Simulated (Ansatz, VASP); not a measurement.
**One calculation of Ga, two programs**

```
CELL_PARAMETERS angstrom
2.71648 0.00000 0.00000
0.00000 2.71648 0.00000
0.00000 0.00000 2.71648
ATOMIC_POSITIONS crystal
Ga 0.00000 0.00000 0.00000
```

Alike in both runs: task relaxation of cell and atoms; functional PBEsol-based global hybrid with a share of 0.25 of exact exchange; k mesh 5 × 5 × 5; occupations fermi-dirac, width 0.05 eV; no spin polarisation.

```csv
,VASP,Ansatz
version,VASP 6.6.1,Ansatz 0.2.0
potentials or method,"VASP PAW PBE potentials, release 64 (Ga_d)",Ansatz PAW
plane-wave cutoff (eV),600,420
valence electrons in the cell,13,13
```

|  | VASP | Ansatz | Ansatz less VASP |
| --- | --- | --- | --- |
| gap on the k mesh at the Fermi level, each at its own relaxed structure (eV) | none | none | - |
| relaxed volume (Å³/atom) | 18.65 | 18.65 | +0.005 |
| relaxed length of the cell vector where the two differ most in proportion (Å) | 2.652 | 2.652 | +0.0002 |

VASP's potentials were made for PBE, not for PBEsol-based global hybrid. A gap of «none» marks a metal or a gap that the smearing closes.

The k mesh is coarse, so the values compare programs but aren't converged. Noted on Ansatz's run: the plane-wave basis is chosen anew once the cell has moved, so the energies of steps on either side of that aren't comparable.
